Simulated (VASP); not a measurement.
Wanted: the native input for a VASP 6.6.1 run.

```
Task                   : single point
Functional             : PBEsol
Potentials or basis    : VASP PAW PBE potentials, release 64 (Cd, Se)
Cutoff                 : 500 eV
k mesh                 : 6 × 6 × 6
Occupations            : fermi-dirac, width 0.02 eV
Spin                   : no spin polarisation
Dipole correction      : no
Further INCAR settings : ALGO = Normal; EDIFF = 1e-06; NBANDS = 16
```

The structure of CdSe lies in POSCAR:

```
CdSe
1.0
    0.0000000000      2.8351159683      2.8351159683
    2.8351159683      0.0000000000      2.8351159683
    2.8351159683      2.8351159683      0.0000000000
Cd Se
1 1
Direct
    0.0000000000      0.0000000000      0.0000000000
    0.5000000000      0.5000000000      0.5000000000
```

These files were run (other wordings do the same):

INCAR

```
PREC = Accurate
ENCUT = 500
EDIFF = 1E-6
ISMEAR = -1
SIGMA = 0.02
LREAL = False
LASPH = True
NELM = 120
ALGO = Normal
ISIF = 2
LWAVE = False
LCHARG = True
GGA = PS
LELF = True
LVHAR = True
NBANDS = 16
GGA_COMPAT = False
```

KPOINTS

```
regular mesh
0
Gamma
  6 6 6
```

Potentials or basis: VASP PAW PBE potentials, release 64 (Cd, Se).

Command:

```console
$ cat potpaw_PBE.64/Cd/POTCAR potpaw_PBE.64/Se/POTCAR > POTCAR
$ mpirun -np 1 vasp_std > vasp.out
```

It gave:

| Quantity | Value |
| --- | --- |
| Pressure | -1.1 GPa |
| Band gap on the k mesh | zero (band 9 reaches 2.46 eV, above the bottom of band 10 at 1.95 eV) |

Caveat: the PAW data sets were made with another functional, which shifts forces and pressure a little.

Run time: 23 s on 1 thread of Intel Xeon 8259CL (shared host), peak memory 0.17 GiB.
